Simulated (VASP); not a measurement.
Here is a VASP 6.6.1 calculation.

File INCAR:

```
PREC = Accurate ; ENCUT = 520
EDIFF = 1E-6 ; ISMEAR = -1
SIGMA = 0.05 ; LREAL = F
LASPH = T ; NELM = 150
ALGO = Normal ; ISIF = 2
LWAVE = F ; LCHARG = F
MAGMOM = 0 0 0 0 0 0 ; LORBIT = 11
LSORBIT = T ; GGA_COMPAT = F
LORBMOM = T ; GGA = PE
NBANDS = 30
```

The input KPOINTS:

```
Automatic mesh
0
Gamma
  6 6 6
```

File POSCAR:

```
CdS
1.0
    0.0000000000      2.9165000000      2.9165000000
    2.9165000000      0.0000000000      2.9165000000
    2.9165000000      2.9165000000      0.0000000000
Cd S
1 1
Direct
    0.0000000000      0.0000000000      0.0000000000
    0.7500000000      0.7500000000      0.7500000000
```

Potentials or basis: VASP PAW PBE potentials, release 64 (Cd, S).

Launch:

```console
$ cat potpaw_PBE.64/Cd/POTCAR potpaw_PBE.64/S/POTCAR > POTCAR
$ mpirun -np 1 vasp_ncl > vasp.out
```

Q: What does it give for the net moment?

A: 0.00 μB per cell.

Q: Estimate the pressure.

A: 3.2 GPa.

Moments on the atoms (μB; x, y, z):
```
Cd  0.00 0.00 0.00
S   0.00 0.00 0.00
```
